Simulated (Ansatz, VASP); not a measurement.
One calculation of In, two programs

Contents of INCAR:

```
ALGO = Normal
EDIFF = 1E-6
ENCUT = 520
ISIF = 2
ISMEAR = -1
LASPH = True
LCHARG = False
LREAL = False
LWAVE = False
NBANDS = 12
NELM = 100
PREC = Accurate
SIGMA = 0.1
```

File KPOINTS:

```
k-points
0
Gamma
  13 13 13
```

File POSCAR:

```
In
1.0
    0.0000000000      2.3376604972      2.3376604972
    2.3376604972      0.0000000000      2.3376604972
    2.3376604972      2.3376604972      0.0000000000
In
1
Direct
    0.0000000000      0.0000000000      0.0000000000
```

Input for Ansatz:

```yaml
crystal:
  lattice:
    - [0.0, 2.3376604972, 2.3376604972]
    - [2.3376604972, 0.0, 2.3376604972]
    - [2.3376604972, 2.3376604972, 0.0]
  atoms:
    - { symbol: In, position: [0.0, 0.0, 0.0] }
hamiltonian:
  xc: lda
  pseudopotentials:
    kind: paw
    azcp:
      In: "pseudopotentials/In.paw.azcp"
basis:
  ecutwfc: 420
  fft_grid_basis: typed
kpoints:
  mp_grid: { grid: [13, 13, 13], shift: [0, 0, 0] }
magnetization:
  spin_polarized: false
scf:
  occupations: { method: fermi_dirac, width: 0.1 }
  lower_state_search: "off"
output:
  stress: true
  write_density: true
  write_potential: true
  elf: true
  volumetric_format: npy
```

Alike in both runs: task single point; functional LDA; k mesh 13 × 13 × 13; occupations fermi-dirac, width 0.1 eV; no spin polarisation.

|  | VASP | Ansatz |
| --- | --- | --- |
| version | VASP 6.6.1 | Ansatz 0.2.0 |
| potentials or method | VASP PAW LDA potentials, release 64 (In_d), cutoff 520 eV | plane waves (420 eV) with PAW, scalar-relativistic |
| valence electrons in the cell | 13 | 13 |

VASP gave:

- pressure (GPa): -1.6

Task: What did Ansatz give for the same quantities?

Result: Pressure (GPa): -1.7.

Ansatz warns that its potentials were made for another functional, while VASP's fit it. LDA's correlation is that of Perdew and Zunger in VASP and of Perdew and Wang (1992) in Ansatz.
